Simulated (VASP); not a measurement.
Set up this calculation in VASP 6.6.1, as the native input.

```
Task                   : single point
Functional             : r2SCAN
Potentials or basis    : VASP PAW PBE potentials, release 64 (Mg, Cd, Se)
Cutoff                 : 520 eV
k mesh                 : 6 × 6 × 6
Occupations            : gaussian, width 0.01 eV
Spin                   : no spin polarisation
Dipole correction      : no
Further INCAR settings : ALGO = Normal; EDIFF = 1e-06; NBANDS = 21
```

Crystal: MgCdSe2.

```xyz
4
Lattice="1.9557 1.1291 6.3859 -1.9557 1.1291 6.3859 0.0000 -2.2582 6.3859" Properties=species:S:1:pos:R:3 pbc="T T T"
Mg    1.9557    1.1291    6.3859
Cd    0.0000    0.0000    9.5789
Se    0.0000    0.0000    4.8534
Se    0.0000    0.0000   14.3045
```

This cell differs from its parent crystal: volume changed by -3%.

The input as run:

POSCAR

```
MgCdSe2
1.0
    1.9556896132      1.1291179246      6.3859399185
   -1.9556896132      1.1291179246      6.3859399185
    0.0000000000     -2.2582358492      6.3859399185
Mg Cd Se
1 1 2
Direct
    1.0000000000      0.0000000000      0.0000000000
    0.5000000000      0.5000000000      0.5000000000
    0.2533357355      0.2533357355      0.2533357355
    0.7466642645      0.7466642645      0.7466642645
```

INCAR.step1

```
PREC = Accurate
ENCUT = 520
ISMEAR = 0
SIGMA = 0.01
LREAL = F
LASPH = T
NELM = 100
NBANDS = 21
GGA = PE
ALGO = Normal
EDIFF = 1E-4
LWAVE = T
LCHARG = F
```

INCAR.step2

```
PREC = Accurate
ENCUT = 520
EDIFF = 1E-6
ISMEAR = 0
SIGMA = 0.01
LREAL = F
LASPH = T
NELM = 100
ALGO = Normal
ISIF = 2
LWAVE = F
LCHARG = F
METAGGA = R2SCAN
LMIXTAU = T
NBANDS = 21
ISTART = 1
```

KPOINTS

```
regular mesh
0
Gamma
  6 6 6
```

Potentials or basis: VASP PAW PBE potentials, release 64 (Mg, Cd, Se).

Command:

```console
$ cat potpaw_PBE.64/Mg/POTCAR potpaw_PBE.64/Cd/POTCAR potpaw_PBE.64/Se/POTCAR > POTCAR
$ cp INCAR.step1 INCAR
$ mpirun -np 1 vasp_std > vasp.out
$ cp INCAR.step2 INCAR
$ mpirun -np 1 vasp_std > vasp.out
```

Results of the run:

The pressure is 2.3 GPa. The largest force is 0.095 eV/Å and the band gap on the k mesh is 1.16 eV, indirect (least direct gap 1.39 eV).

Caveat: the PAW data sets were made with another functional, which shifts forces and pressure a little.

Wall time 4.1 min on 1 thread of Intel(R) Xeon(R) 6975P-C (Granite Rapids) (shared host), peak memory 0.42 GiB.
